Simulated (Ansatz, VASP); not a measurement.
## Two plane-wave programs on PbS

```
Pb S
1.0
     0.00000    2.98723    2.98723
     2.98723    0.00000    2.98723
     2.98723    2.98723    0.00000
Pb S
1 1
Direct
  0.00000 0.00000 0.00000
  0.50000 0.50000 0.50000
```

Alike in both runs: task single point; functional HSE06; k mesh 4 × 4 × 4; occupations fermi-dirac, width 0.02 eV; non-collinear spin, spin-orbit coupling.

```csv
,VASP,Ansatz
version,VASP 6.6.1,Ansatz 0.2.0
potentials or method,"VASP PAW PBE potentials, release 64 (Pb_d, S)","plane waves, PAW"
plane-wave cutoff (eV),520,420
valence electrons in the cell,20,20
```

```tsv
	VASP	Ansatz	Ansatz less VASP
net moment per atom (μB)	0.00	0.00	0.000
```

The functional is the same, so the differences come from potentials, cutoffs and numerics.

The k mesh is coarse, so the values compare programs but aren't converged.
